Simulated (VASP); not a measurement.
# Be (P6_3/mmc) in VASP: a series of runs

Runs on Be. Level: PBEsol. Tasks: single point.

Everything below comes from runs of VASP 6.6.1. Logs are shortened: lines on timing, memory, paths and dates and some standing lists are left out, and cuts for length are marked.

### 1 The cell of the first run

Symmetry: P6_3/mmc, No. 194, hexagonal system. The conventional cell has a = 2.219 Å, b = 2.219 Å, c = 3.502 Å, α = 90.00°, β = 90.00°, γ = 120.00°. Within 2.9 Å of Be (site symmetry -6m2) lie 12 Be at 2.17 to 2.22 Å.

### 2 Single point, PBEsol (volume scaled by 0.9405)

Contents of INCAR:

```
  ALGO = Normal
  EDIFF = 1E-6
  ENCUT = 520
  GGA = PS
  ISIF = 2
  ISMEAR = -1
  LASPH = T
  LCHARG = F
  LREAL = F
  LWAVE = F
  NBANDS = 9
  NELM = 100
  PREC = Accurate
  SIGMA = 0.05
```

Contents of KPOINTS:

```
k-points
0
Gamma
  21 21 11
```

Contents of POSCAR:

```
Be
1.0
    2.2189429169      0.0000000000      0.0000000000
   -1.1094714584      1.9216609356      0.0000000000
    0.0000000000      0.0000000000      3.5017617806
Be
2
Direct
    0.3333333333      0.6666666667      0.7500000000
    0.6666666667      0.3333333333      0.2500000000
```

Potentials or basis: VASP PAW PBE potentials, release 64 (Be).

Launch:

```
> cat potpaw_PBE.64/Be/POTCAR > POTCAR
> mpirun -np 1 vasp_std > vasp.out
```

OUTCAR:

```text
EDIFF = 1E-6
   ENCUT = 520
   GGA = PS
   ISIF = 2
   ISMEAR = -1
   LASPH = T
   LREAL = F
   NELM = 100
   PREC = Accurate

 ion  position               nearest neighbor table
   1  0.333  0.667  0.750-   2 2.17   2 2.17   2 2.17   2 2.17   2 2.17   2 2.17
   2  0.667  0.333  0.250-   1 2.17   1 2.17   1 2.17   1 2.17   1 2.17   1 2.17

  LATTYP: Found a hexagonal cell.
 ALAT       =     2.2189429169
 C/A-ratio  =     1.5781216154

  Lattice vectors:

 A1 = (   2.2189429169,   0.0000000000,   0.0000000000)
 A2 = (  -1.1094714584,   1.9216609356,   0.0000000000)
 A3 = (   0.0000000000,   0.0000000000,   3.5017617806)

Analysis of symmetry for initial positions (statically):
=====================================================================
 Subroutine PRICEL returns:
 Original cell was already a primitive cell.

 Routine SETGRP: Setting up the symmetry group for a
 hexagonal supercell.

 Subroutine GETGRP returns: Found 24 space group operations
 (whereof 12 operations were pure point group operations)
 out of a pool of 24 trial point group operations.

The static configuration has the point symmetry D_3d.
 The point group associated with its full space group is D_6h.

Analysis of symmetry for dynamics (positions and initial velocities):
=====================================================================
 Subroutine PRICEL returns:
 Original cell was already a primitive cell.

 Routine SETGRP: Setting up the symmetry group for a
 hexagonal supercell.

 Subroutine GETGRP returns: Found 24 space group operations
 (whereof 12 operations were pure point group operations)
 out of a pool of 24 trial point group operations.

The dynamic configuration has the point symmetry D_3d.
 The point group associated with its full space group is D_6h.

 Subroutine INISYM returns: Found 24 space group operations
 (whereof 12 operations are pure point group operations),
 and found     1 'primitive' translations

----------------------------------------------------------------------------------------

                                     Primitive cell

  volume of cell :      14.9317

  direct lattice vectors                    reciprocal lattice vectors
     2.218942917  0.000000000  0.000000000     0.450665041  0.260191583  0.000000000
    -1.109471458  1.921660936  0.000000000     0.000000000  0.520383165  0.000000000
     0.000000000  0.000000000  3.501761781     0.000000000  0.000000000  0.285570539

  length of vectors
     2.218942917  2.218942917  3.501761781     0.520383165  0.520383165  0.285570539

  position of ions in fractional coordinates (direct lattice)
     0.333333333  0.666666667  0.750000000
     0.666666667  0.333333333  0.250000000

  ion indices of the primitive-cell ions
   primitive index   ion index
                 1           1
                 2           2

----------------------------------------------------------------------------------------

 KPOINTS: k-points

Automatic generation of k-mesh.
 Grid dimensions read from file:
 generate k-points for:   21   21   11

 Generating k-lattice:

  Cartesian coordinates                     Fractional coordinates (reciprocal lattice)
     0.021460240  0.012390075  0.000000000     0.047619048  0.000000000  0.000000000
     0.000000000  0.024780151  0.000000000     0.000000000  0.047619048  0.000000000
     0.000000000  0.000000000  0.025960958     0.000000000  0.000000000  0.090909091

  Length of vectors
     0.024780151  0.024780151  0.025960958

  Shift w.r.t. Gamma in fractional coordinates (k-lattice)
     0.000000000  0.000000000  0.000000000

 Subroutine IBZKPT returns following result:
 ===========================================

 Found    288 irreducible k-points:

 Following reciprocal coordinates:
            Coordinates               Weight
  0.000000  0.000000  0.000000      1.000000
  0.047619  0.000000  0.000000      6.000000
  0.095238  0.000000  0.000000      6.000000
  0.142857 -0.000000  0.000000      6.000000
  0.190476  0.000000  0.000000      6.000000
  0.238095 -0.000000  0.000000      6.000000
[... 16 lines left out ...]
  0.142857  0.095238  0.000000     12.000000
  0.190476  0.095238  0.000000     12.000000
 [... further k-points ...]
   k-points           NKPTS =    288   k-points in BZ     NKDIM =    288   number of bands    NBANDS=      9
   number of dos      NEDOS =    301   number of ions     NIONS =      2
   total plane-waves  NPLWV =   9072
   dimension x,y,z NGX =    18 NGY =   18 NGZ =   28
   dimension x,y,z NGXF=    36 NGYF=   36 NGZF=   56
   ions per type =               2
   NGX,Y,Z   is equivalent  to a cutoff of  13.49, 13.49, 13.29 a.u.
   NGXF,Y,Z  is equivalent  to a cutoff of  26.97, 26.97, 26.59 a.u.
 SYSTEM =  unknown system
   PREC   = accura    normal or accurate (medium, high low for compatibility)
   ISTART =      0    job   : 0-new  1-cont  2-samecut
   ICHARG =      2    charge: 1-file 2-atom 10-const
   ISPIN  =      1    spin polarized calculation?
   LNONCOLLINEAR =      F non collinear calculations
   LSORBIT =      F    spin-orbit coupling
   LASPH  =      T    aspherical Exc in radial PAW
   ENCUT  =  520.0 eV  38.22 Ry    6.18 a.u.   4.13  4.13  6.51*2*pi/ulx,y,z
   NELM   =    100;   NELMIN=  2; NELMDL= -5     # of ELM steps
   EDIFF  = 0.1E-05   stopping-criterion for ELM
   LREAL  =      F    real-space projection
   EDIFFG = 0.1E-04   stopping-criterion for IOM
   NSW    =      0    number of steps for IOM
   IBRION =     -1    ionic relax: 0-MD 1-quasi-New 2-CG
   NFREE  =      0    steps in history (QN), initial steepest desc. (CG)
   ISIF   =      2    stress and relaxation
   ISYM   =      2    0-nonsym 1-usesym 2-fastsym
   POTIM  = 0.5000    time-step for ionic-motion
   TEBEG  =    0.0;   TEEND  =   0.0 temperature during run
   PSTRESS=    0.0 pullay stress
   NELECT =       4.0000    total number of electrons
   NUPDOWN=      -1.0000    fix difference up-down
   EMIN   =  10.00;   EMAX   =-10.00  energy-range for DOS
   EFERMI =   0.00;   METHOD = LEGACY
   ISMEAR =    -1;   SIGMA  =   0.05  broadening in eV -4-tet -1-fermi 0-gaus
   EFERMI_NEDOS =   21; number of points for ismear=-14 and -15
   IALGO  =     38    algorithm
   IMIX   =      4    mixing-type and parameters
     AMIX     =   0.40;   BMIX     =  1.00
     AMIX_MAG =   1.60;   BMIX_MAG =  1.00
  volume/ion in A,a.u.               =       7.47        50.38
  Fermi-wavevector in a.u.,A,eV,Ry     =   1.055338  1.994300 15.153336  1.113739
  Thomas-Fermi vector in A             =   2.190533
   LORBIT       =      0    0 simple, 1 ext, 2 COOP (PROOUT), +10 PAW based schemes
   GGA     = PS    functional components
   LHFCALC =     F    Hartree Fock is set to
   AEXX    =    0.0000 exact exchange contribution
   IVDW    =     0    specifies the selected vdW correction
   LEPSILON=     F    determine dielectric tensor
   LRPA    =     F    only Hartree local field effects (RPA)
 non-spin polarized calculation
  energy-cutoff  :      520.00
  volume of cell :       14.93
 maximum number of plane-waves:       420
 NGX is ok and might be reduce to    18
   NGX =  9   NGY =  9   NGZ = 13

 number of electron       4.0000000 magnetization

 Free energy of the ion-electron system (eV)
  ---------------------------------------------------
  ext. energy  EPLUGINS =         0.00000000
  ---------------------------------------------------
  free energy    TOTEN  =        -7.97695038 eV

  energy without entropy =       -7.97487739  energy(sigma->0) =       -7.97591389

 E-fermi :   7.5220     XC(G=0): -10.7977

 val. band max:        7.5161106069   @ k =   0.3333   0.0476   0.0000
 cond. band min:       7.5475383919   @ k =   0.3333   0.2857   0.0909
 fundamental gap:      0.0314277850
 Fermi energy:         7.5220278805

 k-point     1 :       0.0000    0.0000    0.0000
  band No.  band energies     occupation
      1      -4.1659      2.00000
      2       2.8011      2.00000
      3       8.7820      0.00000
      4      24.2651      0.00000
      5      24.2651      0.00000
      6      27.2153      0.00000
      7      27.2153      0.00000
      8      29.3609      0.00000
      9      35.5940      0.00000

 k-point     2 :       0.0476    0.0000    0.0000
  band No.  band energies     occupation
      1      -4.0995      2.00000
      2       2.8902      2.00000
      3       8.7980      0.00000
      4      23.6847      0.00000
      5      23.8093      0.00000
      6      27.2314      0.00000
      7      27.4736      0.00000
      8      29.2373      0.00000
      9      34.4137      0.00000

 k-point     3 :       0.0952    0.0000    0.0000
  band No.  band energies     occupation
      1      -3.9002      2.00000
      2       3.1574      2.00000
      3       8.8428      0.00000
      4      22.2130      0.00000
      5      22.8422      0.00000
      6      27.2286      0.00000
      7      27.8105      0.00000
      8      28.8157      0.00000
      9      32.5634      0.00000

 k-point     4 :       0.1429   -0.0000    0.0000
  band No.  band energies     occupation
      1      -3.5677      2.00000
      2       3.6021      2.00000
      3       8.9042      0.00000
      4      20.3112      0.00000
      5      21.7662      0.00000
      6      27.1063      0.00000
      7      27.8220      0.00000
      8      27.9557      0.00000
      9      30.5868      0.00000
[... 205 lines left out ...]
 k-point    22 :       0.0952    0.0952    0.0000
  band No.  band energies     occupation
      1      -3.3679      2.00000
      2       3.8686      2.00000
      3       8.9428      0.00000
      4      19.7987      0.00000
      5      20.5602      0.00000
      6      27.1006      0.00000
      7      27.4429      0.00000
      8      27.4916      0.00000
      9      31.4581      0.00000

 k-point    23 :       0.1429    0.0952    0.0000
  band No.  band energies     occupation
      1      -2.9013      2.00000
      2       4.4889      2.00000
      3       8.9976      0.00000
      4      17.9565      0.00000
      5      19.4845      0.00000
      6      26.2044      0.00000
      7      26.5131      0.00000
      8      26.8743      0.00000
      9      30.7939      0.00000

 k-point    24 :       0.1905    0.0952    0.0000
  band No.  band energies     occupation
      1      -2.3010      2.00000
      2       5.2833      2.00000
      3       8.9886      0.00000
      4      16.1144      0.00000
      5      18.5418      0.00000
      6      24.4783      0.00000
      7      25.3430      0.00000
      8      26.3705      0.00000
      9      30.2106      0.00000

 [... further k-points ...]
[... 5 lines left out ...]
  --------------------------------------------------------------------------------------
  -------------------------------------------------------------------------------------
  Total        0.6199336      0.6199336      0.6967384      0.0000000      0.0000000      0.0000000
  in kB       66.5190876     66.5190876     74.7602615      0.0000000      0.0000000      0.0000000
  external PRESSURE =      69.2661456 kB  Pullay stress =       0.0000000 kB

 VOLUME and BASIS-vectors are now :
 -----------------------------------------------------------------------------
  energy-cutoff  :      520.00
  volume of cell :       14.93
      direct lattice vectors                 reciprocal lattice vectors
     2.218942917  0.000000000  0.000000000     0.450665041  0.260191583  0.000000000
    -1.109471458  1.921660936  0.000000000     0.000000000  0.520383165  0.000000000
     0.000000000  0.000000000  3.501761781     0.000000000  0.000000000  0.285570539

 POSITION                                       TOTAL-FORCE (eV/Angst)
 -----------------------------------------------------------------------------------
     -0.00000      1.28111      2.62632         0.000000     -0.000000      0.000000
      1.10947      0.64055      0.87544        -0.000000      0.000000      0.000000
 -----------------------------------------------------------------------------------
    total drift:                                0.000000     -0.000000      0.000000

  FREE ENERGIE OF THE ION-ELECTRON SYSTEM (eV)
  ---------------------------------------------------
  free  energy   TOTEN  =        -7.9769503835 eV

  energy  without entropy=       -7.9748773885  energy(sigma->0) =       -7.97591389
```

It took 45 s on 1 thread of AMD EPYC 7R13, shared host; peak memory 0.12 GiB.

Results:

```yaml
Free_energy: -7.9770 eV
Pressure: 6.9 GPa
Band_gap_on_the_k_mesh: zero (band 2 reaches 8.49 eV, above the bottom of band 3 at 6.38 eV)
```

Stress tensor (GPa, compression positive):
```
6.65 0.00 0.00
0.00 6.65 0.00
0.00 0.00 7.48
```

Levels at points of the mesh, in eV from the Fermi level:
```csv
k point,band 1,band 2,band 3,band 4,band 5,band 6,band 7
"(0.00, 0.00, 0.00)",-11.69,-4.72,1.26,16.74,16.74,19.69,19.69
```

Caveat: the PAW data sets were made with another functional, which shifts forces and pressure a little.

[end of part 1 of 2]
